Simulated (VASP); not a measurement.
A run of VASP 6.6.1 is set up as follows.

Contents of POSCAR:

```
Ni3Ge
1.0
    3.3243197749      0.0000000000      0.0000000000
    0.0000000000      3.3243197749      0.0000000000
    0.0000000000      0.0000000000      3.9891837299
Ni Ge
3 1
Direct
    0.5000000000      0.0000000000      0.5000000000
    0.0000000000      0.5000000000      0.5000000000
    0.5000000000      0.5000000000      0.0000000000
    0.0000000000      0.0000000000      0.0000000000
```

INCAR.step1

```
SYSTEM = Ni3Ge
PREC = Accurate
ENCUT = 520
ISMEAR = 0
SIGMA = 0.15
LREAL = .FALSE.
LASPH = .TRUE.
NELM = 100
NBANDS = 30
GGA = PE
ALGO = Normal
EDIFF = 1E-4
LWAVE = .TRUE.
LCHARG = .FALSE.
```

INCAR.step2

```
SYSTEM = Ni3Ge
PREC = Accurate
ENCUT = 520
EDIFF = 1E-6
ISMEAR = 0
SIGMA = 0.15
LREAL = .FALSE.
LASPH = .TRUE.
NELM = 100
ALGO = Normal
ISIF = 2
LWAVE = .FALSE.
LCHARG = .TRUE.
METAGGA = R2SCAN
LMIXTAU = .TRUE.
LELF = .TRUE.
LVHAR = .TRUE.
NBANDS = 30
ISTART = 1
```

The input KPOINTS:

```
Automatic mesh
0
G
  16 16 16
  0 0 0
```

Potentials or basis: VASP PAW PBE potentials, release 64 (Ni, Ge_d).

Command:

```bash
$ cat potpaw_PBE.64/Ni/POTCAR potpaw_PBE.64/Ge_d/POTCAR > POTCAR
$ cp INCAR.step1 INCAR
$ mpirun -np 1 vasp_std > vasp.out
$ cp INCAR.step2 INCAR
$ mpirun -np 1 vasp_std > vasp.out
```

Problem. What does it give for the pressure?

Solution. 4.4 GPa.

Problem. Predict the band gap on the k mesh.

Solution. Zero (bands 22 and 23 overlap by 0.86 eV).

Stress tensor (GPa, compression positive):
```
 16.08   0.00   0.00
  0.00  16.08   0.00
  0.00   0.00 -19.06
```

Caveat: the stress differs along the axes, from -19 to 16 GPa; the PAW data sets were made with another functional, which shifts forces and pressure a little. Spin polarisation is off, so any magnetic state and its effect on volume and gap are missing.
